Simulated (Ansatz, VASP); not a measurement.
Two plane-wave programs on CsPbBr3

File INCAR:

```
  PREC = Accurate
  ENCUT = 520
  EDIFF = 1E-6
  ISMEAR = -1
  SIGMA = 0.02
  LREAL = False
  LASPH = True
  NELM = 80
  ALGO = Normal
  ISIF = 2
  LWAVE = False
  LCHARG = True
  GGA = PE
  LELF = True
  LVHAR = True
  NBANDS = 30
```

KPOINTS

```
regular mesh
0
Gamma
  4 4 4
```

Contents of POSCAR:

```
CsPbBr3
1.0
    5.9429613195      0.0000000000      0.0000000000
    0.0000000000      5.9429613195      0.0000000000
    0.0000000000      0.0000000000      6.1806797723
Cs Pb Br
1 1 3
Direct
    0.0000000000      0.0000000000      0.0000000000
    0.5000000000      0.5000000000      0.5000000000
    0.5000000000      0.5000000000      0.0000000000
    0.5000000000      0.0000000000      0.5000000000
    0.0000000000      0.5000000000      0.5000000000
```

Input for Ansatz:

```yaml
crystal:
  lattice:
    - [5.9429613195, 0.0, 0.0]
    - [0.0, 5.9429613195, 0.0]
    - [0.0, 0.0, 6.1806797723]
  atoms:
    - { symbol: Cs, position: [0.0, 0.0, 0.0] }
    - { symbol: Pb, position: [0.5, 0.5, 0.5] }
    - { symbol: Br, position: [0.5, 0.5, 0.0] }
    - { symbol: Br, position: [0.5, 0.0, 0.5] }
    - { symbol: Br, position: [0.0, 0.5, 0.5] }
kpoints:
  mp_grid: { grid: [4, 4, 4] }
  band_path:
    path: [[0.0, 0.0, 0.0], [0.0, 0.5, 0.0], [0.5, 0.5, 0.0], [0.5, 0.5, 0.5]]
    npoints: 1
hamiltonian:
  xc: pbe
scf:
  occupations: { method: fermi_dirac, width: 0.02 }
  n_extra_bands: 5
output:
  forces: true
  stress: true
  eigenvalues: true
```

Change from the starting cell: uniaxial_z strain +4.0%.

Alike in both runs: task single point; functional PBE; k mesh 4 × 4 × 4; occupations fermi-dirac, width 0.02 eV; no spin polarisation.

|  | VASP | Ansatz |
| --- | --- | --- |
| version | VASP 6.6.1 | Ansatz 0.2.0 |
| potentials or method | VASP PAW PBE potentials, release 64 (Cs_sv, Pb_d, Br) | plane waves, PAW |
| plane-wave cutoff (eV) | 520 | 420 |
| valence electrons in the cell | 44 | 44 |

|  | VASP | Ansatz | Ansatz less VASP |
| --- | --- | --- | --- |
| gap on the k mesh at the Fermi level (eV) | 1.65 | 1.64 | -0.005 |
| pressure (GPa) | 0.0 | 0.0 | +0.01 |
| traceless stress, the component that is largest in VASP (GPa) | -0.87 | -0.86 | +0.002 |

Neither program's run includes spin-orbit coupling.
